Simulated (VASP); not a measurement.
# CdSe in VASP: further runs, part 2 of 2

VASP 6.6.1. Earlier steps stand in the parts before.

### 3 Single point, PBE (24.99 Å³/atom)

This run uses another cell than the first one, of 24.99 Å³/atom.

Input file INCAR:

```
ALGO = Normal
EDIFF = 1E-6
ENCUT = 520
GGA = PE
ISIF = 2
ISMEAR = 0
LASPH = True
LCHARG = True
LELF = True
LREAL = False
LVHAR = True
LWAVE = False
NBANDS = 16
NELM = 60
PREC = Accurate
SIGMA = 0.05
```

Input file KPOINTS:

```
k-points
0
Gamma
  10 10 10
```

Input file POSCAR:

```
CdSe
1.0
    0.0000000000      2.9234718197      2.9234718197
    2.9234718197      0.0000000000      2.9234718197
    2.9234718197      2.9234718197      0.0000000000
Cd Se
1 1
Direct
    0.0000000000      0.0000000000      0.0000000000
    0.7500000000      0.7500000000      0.7500000000
```

Potentials or basis: VASP PAW PBE potentials, release 64 (Cd, Se).

The run is started by

```bash
> cat potpaw_PBE.64/Cd/POTCAR potpaw_PBE.64/Se/POTCAR > POTCAR
> mpirun -np 1 vasp_std > vasp.out
```

OUTCAR:

```text
EDIFF = 1E-6
   ENCUT = 520
   GGA = PE
   ISIF = 2
   ISMEAR = 0
   LASPH = True
   LREAL = False
   NELM = 60
   PREC = Accurate

 ion  position               nearest neighbor table
   1  0.000  0.000  0.000-   2 2.53   2 2.53   2 2.53   2 2.53
   2  0.750  0.750  0.750-   1 2.53   1 2.53   1 2.53   1 2.53

  LATTYP: Found a face centered cubic cell.
 ALAT       =     5.8469436394

  Lattice vectors:

 A1 = (   0.0000000000,   2.9234718197,   2.9234718197)
 A2 = (   2.9234718197,   0.0000000000,   2.9234718197)
 A3 = (   2.9234718197,   2.9234718197,   0.0000000000)

Analysis of symmetry for initial positions (statically):
=====================================================================
 Subroutine PRICEL returns:
 Original cell was already a primitive cell.

 Routine SETGRP: Setting up the symmetry group for a
 face centered cubic supercell.

 Subroutine GETGRP returns: Found 24 space group operations
 (whereof 24 operations were pure point group operations)
 out of a pool of 48 trial point group operations.

The static configuration has the point symmetry T_d .

[... 157 lines left out ...]

  energy without entropy =       -5.18361738  energy(sigma->0) =       -5.18361738

 E-fermi :   2.2623     XC(G=0):  -9.4381

 val. band max:        1.9682615771   @ k =   0.0000   0.0000   0.0000
 cond. band min:       2.8197211724   @ k =   0.0000   0.0000   0.0000
 fundamental gap:      0.8514595953
 Fermi energy:         2.2623093947

 k-point     1 :       0.0000    0.0000    0.0000
  band No.  band energies     occupation
      1     -11.3751      2.00000
      2      -6.4568      2.00000
      3      -6.4568      2.00000
      4      -6.4568      2.00000
      5      -5.9376      2.00000
      6      -5.9376      2.00000
[... 433 lines left out ...]
      3      -6.1870      2.00000
      4      -6.1442      2.00000
      5      -5.8752      2.00000
      6      -5.7480      2.00000
[... 8 lines left out ...]
     15      14.4479      0.00000
     16      16.4090      0.00000

 [... further k-points ...]

------------------------ aborting loop because EDIFF is reached ----------------------------------------

  FORCE on cell =-STRESS in cart. coord.  units (eV):
  Direction    XX          YY          ZZ          XY          YZ          ZX
  --------------------------------------------------------------------------------------
  -------------------------------------------------------------------------------------
  Total        3.8229701      3.8229701      3.8229701      0.0000000      0.0000000      0.0000000
  in kB      122.5701608    122.5701608    122.5701608      0.0000000      0.0000000      0.0000000
  external PRESSURE =     122.5701608 kB  Pullay stress =       0.0000000 kB

 VOLUME and BASIS-vectors are now :
 -----------------------------------------------------------------------------
  energy-cutoff  :      520.00
  volume of cell :       49.97
      direct lattice vectors                 reciprocal lattice vectors
     0.000000000  2.923471820  2.923471820    -0.171029526  0.171029526  0.171029526
     2.923471820  0.000000000  2.923471820     0.171029526 -0.171029526  0.171029526
     2.923471820  2.923471820  0.000000000     0.171029526  0.171029526 -0.171029526

 POSITION                                       TOTAL-FORCE (eV/Angst)
 -----------------------------------------------------------------------------------
      0.00000      0.00000      0.00000        -0.000000     -0.000000     -0.000000
      4.38521      4.38521      4.38521         0.000000      0.000000      0.000000
 -----------------------------------------------------------------------------------
    total drift:                                0.000000      0.000000      0.000000

  FREE ENERGIE OF THE ION-ELECTRON SYSTEM (eV)
  ---------------------------------------------------
  free  energy   TOTEN  =        -5.1836173784 eV

  energy  without entropy=       -5.1836173784  energy(sigma->0) =       -5.18361738
```

stdout:

```text
POSCAR found type information on POSCAR CdSe
 POSCAR found :  2 types and       2 ions
 scaLAPACK will be used
 LDA part: xc-table for (Slater+PW92), standard interpolation
 POSCAR, INCAR and KPOINTS ok, starting setup
 FFT: planning ... GRIDC
 FFT: planning ... GRID_SOFT
 FFT: planning ... GRID
 WAVECAR not read
 entering main loop
```

Run time: 32 s. Hardware: 1 thread of Intel Xeon 8259CL, shared host; peak memory 0.19 GiB.

What came out:

* Free energy: -5.1836 eV
* Pressure: 12.3 GPa
* Band gap on the k mesh: 0.85 eV

Levels at points of the mesh, in eV from the valence-band top:
| k point | band 7 | band 8 | band 9 | band 10 | band 11 | band 12 |
| --- | --- | --- | --- | --- | --- | --- |
| (0.00, 0.00, 0.00) | 0.00 | 0.00 | 0.00 | 0.85 | 5.90 | 5.90 |
| (0.50, 0.00, 0.00) | -5.15 | -0.94 | -0.94 | 2.53 | 6.44 | 6.44 |
| (0.50, 0.50, 0.00) | -4.66 | -2.30 | -2.30 | 2.89 | 3.82 | 9.73 |

Caveat: the cell stands under pressure.

### 4 Single point, PBE (26.57 Å³/atom)

This run uses another cell than the first one, of 26.57 Å³/atom.

Input file INCAR:

```
SYSTEM = CdSe
ALGO     = Normal         ! electronic algorithm
EDIFF    = 1E-7           ! SCF threshold, eV
ENCUT    = 520            ! plane-wave cutoff, eV
GGA      = PE             ! functional
ISIF     = 2              ! what is computed and relaxed
ISMEAR   = 0              ! smearing method
LASPH    = .True.         ! aspherical terms in the spheres
LCHARG   = .True.         ! write CHGCAR
LELF     = .True.         ! ELF
LREAL    = .False.        ! projectors in reciprocal space
LVHAR    = .True.       
LWAVE    = .False.        ! write WAVECAR
NBANDS   = 16             ! bands
NELM     = 60             ! most SCF steps
PREC     = Accurate       ! precision mode
SIGMA    = 0.05           ! smearing width, eV
```

Input file KPOINTS:

```
k-points
0
Gamma
  10 10 10
  0 0 0
```

Input file POSCAR:

```
CdSe
1.0
    0.0000000000      2.9840636422      2.9840636422
    2.9840636422      0.0000000000      2.9840636422
    2.9840636422      2.9840636422      0.0000000000
Cd Se
1 1
Direct
    0.0000000000      0.0000000000      0.0000000000
    0.7500000000      0.7500000000      0.7500000000
```

The run is started by

```bash
> cat potpaw_PBE.64/Cd/POTCAR potpaw_PBE.64/Se/POTCAR > POTCAR
> mpirun -np 1 vasp_std > vasp.out
```

Run time: 38 s. Hardware: 1 thread of Intel Xeon 8259CL, shared host; peak memory 0.2 GiB.

Results (log left out):

- Free energy: -5.3709 eV
- Pressure: 7.0 GPa
- Band gap on the k mesh: 0.73 eV

Levels at points of the mesh, in eV from the valence-band top:
```tsv
k point	band 7	band 8	band 9	band 10	band 11	band 12
(0.00, 0.00, 0.00)	0.00	0.00	0.00	0.73	5.93	5.93
(0.50, 0.00, 0.00)	-4.74	-0.83	-0.83	2.46	6.45	6.45
(0.50, 0.50, 0.00)	-4.35	-2.06	-2.06	3.03	3.80	9.40
```

Caveat: the cell stands under pressure.

### 5 Overview

| cell | gap on the mesh (eV) | pressure (GPa) |
| --- | --- | --- |
| a = 4.245, b = 4.245, c = 4.362 Å, angles 60.9, 60.9, 60.0°, 2 atoms | 0.57 | 3.2 |
| a = 4.134 Å, angles 60.0°, 2 atoms | 0.85 | 12.3 |
| a = 4.220 Å, angles 60.0°, 2 atoms | 0.73 | 7.0 |

Alike in all rows: task single point; level PBE; potentials or basis VASP PAW PBE potentials, release 64 (Cd, Se); no spin polarisation; k mesh 10 × 10 × 10; cutoff (eV) 520; smearing gaussian 0.05 eV.

Caveats: the cell stands under pressure.

Absolute energies hang on the potentials; compare differences alone.
